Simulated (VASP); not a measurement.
# ScAl3 (Pm-3m) in VASP: a series of runs

The runs below take ScAl3 through relaxation of cell and atoms, with PBEsol.

Program: VASP 6.6.1. These are calculated values, not measurements. Logs are shortened: lines on timing, memory, paths and dates and some standing lists are left out, and cuts for length are marked.

## Step 1: The cell of the first run

It takes space group Pm-3m (No. 221, cubic). The conventional cell has a = 3.801 Å, b = 3.801 Å, c = 3.801 Å, α = 90.00°, β = 90.00°, γ = 90.00°. Within 3.5 Å of Sc (site symmetry m-3m) lie 12 Al at 2.69 Å. Al (site symmetry 4/mmm) has 4 Sc at 2.69 Å and 8 Al at 2.69 Å within 3.5 Å.

## Step 2: Relaxation of cell and atoms, PBEsol, target pressure 30 GPa, at which the enthalpy is minimised

INCAR

```
  ALGO = Normal
  EDIFF = 1E-6
  EDIFFG = -0.008
  ENCUT = 600
  GGA = PS
  IBRION = 2
  ISIF = 3
  ISMEAR = 0
  LASPH = T
  LCHARG = F
  LREAL = F
  LWAVE = F
  NELM = 80
  NSW = 70
  PREC = Accurate
  PSTRESS = 300.0
  SIGMA = 0.1
```

KPOINTS

```
k-points
0
Gamma
  12 12 12
```

POSCAR

```
ScAl3
1.0
    3.8006957585      0.0000000000      0.0000000000
    0.0000000000      3.8006957585      0.0000000000
    0.0000000000      0.0000000000      3.8006957585
Sc Al
1 3
Direct
    0.0000000000      0.0000000000      0.0000000000
    0.5000000000      0.0000000000      0.5000000000
    0.0000000000      0.5000000000      0.5000000000
    0.5000000000      0.5000000000      0.0000000000
```

Potentials or basis: VASP PAW PBE potentials, release 64 (Sc_sv, Al).

Started as:

```console
> cat potpaw_PBE.64/Sc_sv/POTCAR potpaw_PBE.64/Al/POTCAR > POTCAR
> mpirun -np 1 vasp_std > vasp.out
```

OUTCAR:

```text
EDIFF = 1E-6
   EDIFFG = -0.008
   ENCUT = 600
   GGA = PS
   IBRION = 2
   ISIF = 3
   ISMEAR = 0
   LASPH = T
   LREAL = F
   NELM = 80
   NSW = 70
   PREC = Accurate
   PSTRESS = 300.0

 ion  position               nearest neighbor table
   1  0.000  0.000  0.000-   2 2.69   3 2.69   4 2.69   2 2.69   3 2.69   3 2.69   4 2.69   3 2.69
                             2 2.69   4 2.69   2 2.69   4 2.69
   2  0.500  0.000  0.500-   1 2.69   3 2.69   4 2.69   1 2.69   4 2.69   3 2.69   4 2.69   4 2.69
                             1 2.69   3 2.69   1 2.69   3 2.69
   3  0.000  0.500  0.500-   1 2.69   2 2.69   4 2.69   1 2.69   4 2.69   1 2.69   2 2.69   1 2.69
                             2 2.69   4 2.69   4 2.69   2 2.69
   4  0.500  0.500  0.000-   1 2.69   2 2.69   3 2.69   2 2.69   3 2.69   1 2.69   2 2.69   2 2.69
                             1 2.69   3 2.69   3 2.69   1 2.69

  LATTYP: Found a simple cubic cell.
 ALAT       =     3.8006957585

  Lattice vectors:

 A1 = (   3.8006957585,   0.0000000000,   0.0000000000)
 A2 = (   0.0000000000,   3.8006957585,   0.0000000000)
 A3 = (   0.0000000000,   0.0000000000,   3.8006957585)

Analysis of symmetry for initial positions (statically):
=====================================================================
 Subroutine PRICEL returns:
 Original cell was already a primitive cell.

 Routine SETGRP: Setting up the symmetry group for a
 simple cubic supercell.

 Subroutine GETGRP returns: Found 48 space group operations
 (whereof 48 operations were pure point group operations)
 out of a pool of 48 trial point group operations.

The static configuration has the point symmetry O_h .

Analysis of symmetry for dynamics (positions and initial velocities):
=====================================================================
 Subroutine PRICEL returns:
 Original cell was already a primitive cell.

 Routine SETGRP: Setting up the symmetry group for a
 simple cubic supercell.

 Subroutine GETGRP returns: Found 48 space group operations
 (whereof 48 operations were pure point group operations)
 out of a pool of 48 trial point group operations.

The dynamic configuration has the point symmetry O_h .

 Subroutine INISYM returns: Found 48 space group operations
 (whereof 48 operations are pure point group operations),
 and found     1 'primitive' translations

----------------------------------------------------------------------------------------

                                     Primitive cell

  volume of cell :      54.9021

  direct lattice vectors                    reciprocal lattice vectors
     3.800695758  0.000000000  0.000000000     0.263109721  0.000000000  0.000000000
     0.000000000  3.800695758  0.000000000     0.000000000  0.263109721  0.000000000
     0.000000000  0.000000000  3.800695758     0.000000000  0.000000000  0.263109721

  length of vectors
     3.800695758  3.800695758  3.800695758     0.263109721  0.263109721  0.263109721

  position of ions in fractional coordinates (direct lattice)
     0.000000000  0.000000000  0.000000000
     0.500000000  0.000000000  0.500000000
     0.000000000  0.500000000  0.500000000
     0.500000000  0.500000000  0.000000000

  ion indices of the primitive-cell ions
   primitive index   ion index
                 1           1
                 2           2
                 3           3
                 4           4

----------------------------------------------------------------------------------------

 KPOINTS: k-points

Automatic generation of k-mesh.
 Grid dimensions read from file:
 generate k-points for:   12   12   12

 Generating k-lattice:

  Cartesian coordinates                     Fractional coordinates (reciprocal lattice)
     0.021925810  0.000000000  0.000000000     0.083333333  0.000000000  0.000000000
     0.000000000  0.021925810  0.000000000     0.000000000  0.083333333  0.000000000
     0.000000000  0.000000000  0.021925810     0.000000000  0.000000000  0.083333333

  Length of vectors
     0.021925810  0.021925810  0.021925810

  Shift w.r.t. Gamma in fractional coordinates (k-lattice)
     0.000000000  0.000000000  0.000000000

 Subroutine IBZKPT returns following result:
 ===========================================

 Found     84 irreducible k-points:

 Following reciprocal coordinates:
            Coordinates               Weight
  0.000000  0.000000  0.000000      1.000000
  0.083333  0.000000  0.000000      6.000000
  0.166667  0.000000  0.000000      6.000000
  0.250000  0.000000  0.000000      6.000000
  0.333333  0.000000  0.000000      6.000000
  0.416667  0.000000  0.000000      6.000000
[... 16 lines left out ...]
  0.333333  0.333333  0.000000     12.000000
  0.416667  0.333333  0.000000     24.000000
 [... further k-points ...]
   k-points           NKPTS =     84   k-points in BZ     NKDIM =     84   number of bands    NBANDS=     14
   number of dos      NEDOS =    301   number of ions     NIONS =      4
   total plane-waves  NPLWV =  27000
   dimension x,y,z NGX =    30 NGY =   30 NGZ =   30
   dimension x,y,z NGXF=    60 NGYF=   60 NGZF=   60
   ions per type =               1   3
   NGX,Y,Z   is equivalent  to a cutoff of  13.12, 13.12, 13.12 a.u.
   NGXF,Y,Z  is equivalent  to a cutoff of  26.24, 26.24, 26.24 a.u.
 SYSTEM =  unknown system
   PREC   = accura    normal or accurate (medium, high low for compatibility)
   ISTART =      0    job   : 0-new  1-cont  2-samecut
   ICHARG =      2    charge: 1-file 2-atom 10-const
   ISPIN  =      1    spin polarized calculation?
   LNONCOLLINEAR =      F non collinear calculations
   LSORBIT =      F    spin-orbit coupling
   LASPH  =      T    aspherical Exc in radial PAW
   ENCUT  =  600.0 eV  44.10 Ry    6.64 a.u.   7.59  7.59  7.59*2*pi/ulx,y,z
   NELM   =     80;   NELMIN=  2; NELMDL= -5     # of ELM steps
   EDIFF  = 0.1E-05   stopping-criterion for ELM
   LREAL  =      F    real-space projection
   EDIFFG = -.8E-02   stopping-criterion for IOM
   NSW    =     70    number of steps for IOM
   IBRION =      2    ionic relax: 0-MD 1-quasi-New 2-CG
   NFREE  =      1    steps in history (QN), initial steepest desc. (CG)
   ISIF   =      3    stress and relaxation
   ISYM   =      2    0-nonsym 1-usesym 2-fastsym
   POTIM  = 0.5000    time-step for ionic-motion
   TEBEG  =    0.0;   TEEND  =   0.0 temperature during run
   PSTRESS=  300.0 pullay stress
   NELECT =      20.0000    total number of electrons
   NUPDOWN=      -1.0000    fix difference up-down
   EMIN   =  10.00;   EMAX   =-10.00  energy-range for DOS
   EFERMI =   0.00;   METHOD = LEGACY
   ISMEAR =     0;   SIGMA  =   0.10  broadening in eV -4-tet -1-fermi 0-gaus
   EFERMI_NEDOS =   21; number of points for ismear=-14 and -15
   IALGO  =     38    algorithm
   IMIX   =      4    mixing-type and parameters
     AMIX     =   0.40;   BMIX     =  1.00
     AMIX_MAG =   1.60;   BMIX_MAG =  1.00
  volume/ion in A,a.u.               =      13.73        92.62
  Fermi-wavevector in a.u.,A,eV,Ry     =   1.169199  2.209466 18.599518  1.367026
  Thomas-Fermi vector in A             =   2.305675
   LORBIT       =      0    0 simple, 1 ext, 2 COOP (PROOUT), +10 PAW based schemes
   GGA     = PS    functional components
   LHFCALC =     F    Hartree Fock is set to
   AEXX    =    0.0000 exact exchange contribution
   IVDW    =     0    specifies the selected vdW correction
   LEPSILON=     F    determine dielectric tensor
   LRPA    =     F    only Hartree local field effects (RPA)
 conjugate gradient relaxation of ions
 non-spin polarized calculation
 Gauss-broadening in eV      SIGMA  =   0.10
  energy-cutoff  :      600.00
  volume of cell :       54.90
 maximum number of plane-waves:      1856
   NGX = 15   NGY = 15   NGZ = 15

--------------------------------------- Ionic step        1  -------------------------------------------

 number of electron      20.0000005 magnetization

 Free energy of the ion-electron system (eV)
  ---------------------------------------------------
  ext. energy  EPLUGINS =         0.00000000
  ---------------------------------------------------
  free energy    TOTEN  =       -19.80052733 eV

  energy without entropy =      -19.79415699  energy(sigma->0) =      -19.79734216

------------------------ aborting loop because EDIFF is reached ----------------------------------------

  FORCE on cell =-STRESS in cart. coord.  units (eV):
  Direction    XX          YY          ZZ          XY          YZ          ZX
  --------------------------------------------------------------------------------------
  -------------------------------------------------------------------------------------
  Total        9.9283157      9.9283157      9.9283157      0.0000000     -0.0000000     -0.0000000
  in kB      289.7322523    289.7322523    289.7322523      0.0000000     -0.0000000     -0.0000000
  external PRESSURE =     -10.2677477 kB  Pullay stress =     300.0000000 kB
[... 65 lines left out ...]
  enthalpy is  TOTEN    =        -9.5194153204 eV   P V=       10.1498454479

--------------------------------------- Ionic step        3  -------------------------------------------

 number of electron      20.0000006 magnetization

 Free energy of the ion-electron system (eV)
  ---------------------------------------------------
  ext. energy  EPLUGINS =         0.00000000
  ---------------------------------------------------
  free energy    TOTEN  =       -19.74705762 eV

  energy without entropy =      -19.74066015  energy(sigma->0) =      -19.74385889

 E-fermi :   9.3370     XC(G=0): -11.4095

 val. band max:        9.3169005652   @ k =   0.3333   0.2500   0.0000
 cond. band min:       9.3578512953   @ k =   0.2500   0.1667   0.0833
 fundamental gap:      0.0409507301
 Fermi energy:         9.3369752114

 k-point     1 :       0.0000    0.0000    0.0000
  band No.  band energies     occupation
      1     -38.6116      2.00000
      2     -17.5147      2.00000
      3     -17.5147      2.00000
      4     -17.5147      2.00000
      5      -1.8343      2.00000
      6       6.3954      2.00000
      7       6.3954      2.00000
      8       7.5423      2.00000
      9       7.5423      2.00000
     10       7.5423      2.00000
     11      10.5430      0.00000
     12      10.7424      0.00000
     13      10.7424      0.00000
     14      10.7424      0.00000
[... 375 lines left out ...]
 k-point    24 :       0.4167    0.3333    0.0000
  band No.  band energies     occupation
      1     -38.6039      2.00000
      2     -17.5912      2.00000
      3     -17.5728      2.00000
      4     -17.5031      2.00000
      5       0.8897      2.00000
      6       2.9065      2.00000
      7       4.1785      2.00000
      8       5.9899      2.00000
      9       8.0864      2.00000
     10       8.9429      2.00000
     11      10.5686      0.00000
     12      11.4764      0.00000
     13      11.8046      0.00000
     14      12.0360      0.00000

 [... further k-points ...]
[... 5 lines left out ...]
  --------------------------------------------------------------------------------------
  -------------------------------------------------------------------------------------
  Total       10.2272749     10.2272749     10.2272749      0.0000000     -0.0000000      0.0000000
  in kB      300.0448305    300.0448305    300.0448305      0.0000000     -0.0000000      0.0000000
  external PRESSURE =       0.0448305 kB  Pullay stress =     300.0000000 kB
[... 19 lines left out ...]
  FREE ENERGIE OF THE ION-ELECTRON SYSTEM (eV)
  ---------------------------------------------------
  free  energy   TOTEN  =       -19.7470576245 eV

  energy  without entropy=      -19.7406601480  energy(sigma->0) =      -19.74385889

  enthalpy is  TOTEN    =        -9.5213107974 eV   P V=       10.2257468272

 reached required accuracy - stopping structural energy minimisation
```

Run time: 3.1 min. Hardware: 1 thread of Intel Xeon 8259CL, shared host; peak memory 0.23 GiB.

What came out:

- Free energy: -19.7471 eV
- Relaxed volume: 13.65 Å³/atom
- Relaxed cell: a = 3.794 Å, b = 3.794 Å, c = 3.794 Å, α = 90.00°, β = 90.00°, γ = 90.00°
- Space group after relaxing (to 0.1 Å): Pm-3m (No. 221)
- Energy change on relaxing (the run minimises the enthalpy): +13.4 meV/atom
- Ionic steps: 3
- Pressure after relaxing: 30.0 GPa
- Band gap on the k mesh: zero (bands 10 and 11 overlap by 4.44 eV)

Step by step:
```csv
step,energy change (eV),largest force (eV/Å),pressure (GPa),volume (Å³)
1,0.0000,0.0000,28.97,54.90
2,0.1313,0.0000,31.51,54.21
3,0.0535,0.0000,30.00,54.61
```

Final structure:
```cif
data_structure
_symmetry_space_group_name_H-M 'P 1'
_symmetry_Int_Tables_number 1
_cell_length_a 3.7940
_cell_length_b 3.7940
_cell_length_c 3.7940
_cell_angle_alpha 90.000
_cell_angle_beta 90.000
_cell_angle_gamma 90.000
_cell_volume 54.61
loop_
_atom_site_label
_atom_site_type_symbol
_atom_site_fract_x
_atom_site_fract_y
_atom_site_fract_z
_atom_site_occupancy
Sc1 Sc 0.00000 0.00000 0.00000 1
Al1 Al 0.50000 0.00000 0.50000 1
Al2 Al 0.00000 0.50000 0.50000 1
Al3 Al 0.50000 0.50000 0.00000 1
```

Caveat: the cell is relaxed towards a set pressure, so the run minimises the enthalpy, not the energy; the PAW data sets were made with another functional, which shifts forces and pressure a little.

## Step 3: Relaxation of cell and atoms, PBEsol, target pressure 15 GPa, at which the enthalpy is minimised

This run uses another cell than the first one, of 14.81 Å³/atom.

INCAR

```
SYSTEM = ScAl3
ALGO = Normal
EDIFF = 1E-6
EDIFFG = -0.008
ENCUT = 600
GGA = PS
IBRION = 2
ISIF = 3
ISMEAR = 0
LASPH = .TRUE.
LCHARG = .FALSE.
LREAL = .FALSE.
LWAVE = .FALSE.
NELM = 100
NSW = 70
PREC = Accurate
PSTRESS = 150.0
SIGMA = 0.1
```

KPOINTS

```
k-points
0
G
  12 12 12
  0 0 0
```

POSCAR

```
ScAl3
1.0
    3.8983670331      0.0000000000      0.0000000000
    0.0000000000      3.8983670331      0.0000000000
    0.0000000000      0.0000000000      3.8983670331
Sc Al
1 3
Direct
    0.0000000000      0.0000000000      0.0000000000
    0.5000000000      0.0000000000      0.5000000000
    0.0000000000      0.5000000000      0.5000000000
    0.5000000000      0.5000000000      0.0000000000
```

Potentials or basis: VASP PAW PBE potentials, release 64 (Sc_sv, Al).

Started as:

```console
> cat potpaw_PBE.64/Sc_sv/POTCAR potpaw_PBE.64/Al/POTCAR > POTCAR
> mpirun -np 1 vasp_std > vasp.out
```

Wall time 2.8 min (1 thread of Intel Xeon 8259CL, shared host); peak memory 0.25 GiB.

The run converged. Its results:

```
Free energy                                                : -20.4296 eV
Relaxed volume                                             : 14.89 Å³/atom
Relaxed cell                                               : a = 3.906 Å, b = 3.906 Å, c = 3.906 Å, α = 90.00°, β = 90.00°, γ = 90.00°
Space group after relaxing (to 0.1 Å)                      : Pm-3m (No. 221)
Energy change on relaxing (the run minimises the enthalpy) : -7.9 meV/atom
Ionic steps                                                : 3
Pressure after relaxing                                    : 15.0 GPa
Band gap on the k mesh                                     : zero (bands 10 and 11 overlap by 4.28 eV)
```

The path:
| step | energy change (eV) | largest force (eV/Å) | pressure (GPa) | volume (Å³) |
| --- | --- | --- | --- | --- |
| 1 | 0.0000 | 0.0000 | 15.84 | 59.24 |
| 2 | -0.0624 | 0.0000 | 14.16 | 59.91 |
| 3 | -0.0315 | 0.0000 | 15.01 | 59.57 |

Final structure:
```
Sc Al
1.0
     3.90554    0.00000    0.00000
     0.00000    3.90554    0.00000
     0.00000    0.00000    3.90554
Sc Al
1 3
Direct
  0.00000 0.00000 0.00000
  0.50000 0.00000 0.50000
  0.00000 0.50000 0.50000
  0.50000 0.50000 0.00000
```

Levels at points of the mesh, in eV from the Fermi level:
| k point | band 7 | band 8 | band 9 | band 10 | band 11 | band 12 | band 13 | band 14 |
| --- | --- | --- | --- | --- | --- | --- | --- | --- |
| (0.00, 0.00, 0.00) | -2.81 | -1.83 | -1.83 | -1.83 | 1.21 | 1.37 | 1.37 | 1.37 |
| (0.50, 0.00, 0.00) | -1.92 | -1.92 | -1.78 | 1.25 | 1.25 | 1.37 | 1.72 | 1.80 |
| (0.50, 0.50, 0.00) | -5.79 | -4.68 | -0.63 | -0.63 | 1.26 | 1.53 | 2.38 | 2.88 |
| (0.50, 0.50, 0.50) | -5.01 | -4.97 | -3.03 | -3.03 | -3.03 | 1.30 | 2.98 | 2.98 |

Caveat: the cell is relaxed towards a set pressure, so the run minimises the enthalpy, not the energy; the PAW data sets were made with another functional, which shifts forces and pressure a little.
